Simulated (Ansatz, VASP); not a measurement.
## MnS in VASP and in Ansatz

```
Mn S
1.0
     0.00000    2.47346    2.47346
     2.47346    0.00000    2.47346
     2.47346    2.47346    0.00000
Mn S
1 1
Cartesian
  0.0000 0.0000 0.0000
  3.7102 3.7102 3.7102
```

Alike in both runs: task relaxation of cell and atoms; functional RPBE; dispersion D4; k mesh 9 × 9 × 9; occupations fermi-dirac, width 0.05 eV; collinear spin.

|  | VASP | Ansatz |
| --- | --- | --- |
| version | VASP 6.6.1 | Ansatz 0.2.0 |
| potentials or method | VASP PAW PBE potentials, release 64 (Mn_pv, S) | Ansatz PAW |
| plane-wave cutoff (eV) | 600 | 420 |
| valence electrons in the cell | 19 | 21 |

```csv
,VASP,Ansatz,Ansatz less VASP
net moment per atom (μB),0.09,0.09,+0.002
size of the moment on the site where the two differ most (μB),0.17,0.16,-0.016
relaxed volume (Å³/atom),14.59,14.61,+0.014
relaxed length of the cell vector where the two differ most in proportion (Å),3.456,3.457,+0.0011
```

VASP's potentials were made for PBE, not for RPBE. Site moments also hang on the region over which each program counts them. VASP's potentials hold 19 valence electrons a cell and Ansatz's 21, so a difference there can come from the potentials and not from the codes.

Noted on Ansatz's run: the plane-wave basis is chosen anew once the cell has moved, so the energies of steps on either side of that aren't comparable.
